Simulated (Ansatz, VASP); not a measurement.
One calculation of AlNi, two programs

```
CELL_PARAMETERS angstrom
1.96069 -1.96071 0.00000
1.96069 1.96071 0.00000
0.00000 0.00000 2.86941
ATOMIC_POSITIONS crystal
Al 0.00000 0.00000 0.00000
Ni 0.50000 0.50000 0.50000
```

Change from the starting cell: strain -0.030 along x and y, +0.000 along z, atoms carried along.

Alike in both runs: task single point; functional PBEsol; k mesh 20 × 20 × 20; occupations gaussian, width 0.15 eV; no spin polarisation.

```csv
,VASP,Ansatz
version,VASP 6.6.1,Ansatz 0.2.0
potentials or method,"VASP PAW PBE potentials, release 64 (Al, Ni), cutoff 520 eV","scalar-relativistic, plane waves, PAW"
valence electrons in the cell,13,21
```

|  | VASP | Ansatz | Ansatz less VASP |
| --- | --- | --- | --- |
| gap on the k mesh at the Fermi level (eV) | none | none | - |
| pressure (GPa) | 12.4 | 12.1 | -0.30 |
| traceless stress, the component that is largest in VASP (GPa) | -1.90 | -1.85 | +0.050 |

VASP's potentials were made for PBE, not for PBEsol. A gap of «none» marks a metal or a gap that the smearing closes. VASP's potentials hold 13 valence electrons a cell and Ansatz's 21, so a difference there can come from the potentials and not from the codes. Ansatz's warnings: near symmetry operations not taken.
